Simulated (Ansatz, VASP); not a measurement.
**Te: VASP beside Ansatz**

INCAR

```
SYSTEM = Te
PREC = Accurate ; ENCUT = 520
EDIFF = 1E-6 ; ISMEAR = -1
SIGMA = 0.1 ; LREAL = .FALSE.
LASPH = .TRUE. ; NELM = 100
ALGO = Normal ; ISIF = 2
LWAVE = .FALSE. ; LCHARG = .FALSE.
GGA = RP ; NBANDS = 16
```

File KPOINTS:

```
Automatic mesh
0
G
  8 8 11
  0 0 0
```

The input POSCAR:

```
Te
1.0
    5.7510954912      0.0000000000      0.0000000000
   -2.8755477456      4.9805947949      0.0000000000
    0.0000000000      0.0000000000      3.3764587740
Te
3
Direct
    0.0000000000      0.0000000000      0.0000000000
    0.3333333333      0.6666666667      0.5000000000
    0.6666666667      0.3333333333      0.5000000000
```

Input for Ansatz:

```yaml
crystal:
  lattice:
    - [5.7510954912, 0.0, 0.0]
    - [-2.8755477456, 4.9805947949, 0.0]
    - [0.0, 0.0, 3.376458774]
  atoms:
    - { symbol: Te, position: [0.0, 0.0, 0.0] }
    - { symbol: Te, position: [0.3333333333, 0.6666666667, 0.5] }
    - { symbol: Te, position: [0.6666666667, 0.3333333333, 0.5] }
hamiltonian:
  xc: rpbe
  pseudopotentials:
    kind: paw
    azcp:
      Te: "pseudopotentials/Te.paw.azcp"
basis:
  ecutwfc: 420
  fft_grid_basis: typed
kpoints:
  mp_grid: { grid: [8, 8, 11], shift: [0, 0, 0] }
magnetization:
  spin_polarized: false
scf:
  occupations: { method: fermi_dirac, width: 0.1 }
  lower_state_search: "off"
output:
  stress: true
```

Alike in both runs: task single point; functional RPBE; k mesh 8 × 8 × 11; occupations fermi-dirac, width 0.1 eV; no spin polarisation.

```csv
,VASP,Ansatz
version,VASP 6.6.1,Ansatz 0.2.0
potentials or method,"VASP PAW PBE potentials, release 64 (Te), cutoff 520 eV","plane waves (420 eV) with PAW, scalar-relativistic"
valence electrons in the cell,18,48
```

Ansatz gave:

| Property | Result |
| --- | --- |
| pressure (GPa) | -3.1 |
| traceless stress, the component that is largest in VASP (GPa) | -1.20 |

Q: Estimate VASP's values.

A: Pressure (GPa): -3.2; traceless stress, the component that is largest in VASP (GPa): -1.21.

VASP's potentials were made for PBE, not for RPBE. VASP's potentials hold 18 valence electrons a cell and Ansatz's 48, so a difference there can come from the potentials and not from the codes.

Neither program's run includes spin-orbit coupling.
